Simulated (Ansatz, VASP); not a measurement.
# Cu3O in VASP and in Ansatz

```
Cu O
1.0
     3.54412    0.00000    0.00000
     0.00000    3.54412    0.00000
     0.00000    0.00000    3.54412
Cu O
3 1
Cartesian
  0.0000 1.7721 1.7721
  1.7721 0.0000 1.7721
  1.7721 1.7721 0.0000
  0.0000 0.0000 0.0000
```

Change from the starting cell: species swapped into the PrIn3 type (Pm-3m, No. 221).

Alike in both runs: functional PBE; k mesh 14 × 14 × 14; occupations gaussian, width 0.1 eV; no spin polarisation.

Ansatz relaxed the structure, and its values are those at the end. VASP's run is a single point on that final structure, the one shown.

|  | VASP | Ansatz |
| --- | --- | --- |
| version | VASP 6.6.1 | Ansatz 0.2.0 |
| potentials or method | VASP PAW PBE potentials, release 64 (Cu, O), cutoff 520 eV | scalar-relativistic, plane waves, PAW |
| valence electrons in the cell | 39 | 63 |

```tsv
	VASP	Ansatz	Ansatz less VASP
gap on the k mesh at the Fermi level (eV)	none	none	-
pressure (GPa)	0.2	0.0	-0.19
```

A gap of «none» marks a metal or a gap that the smearing closes. VASP's potentials hold 39 valence electrons a cell and Ansatz's 63, so a difference there can come from the potentials and not from the codes.
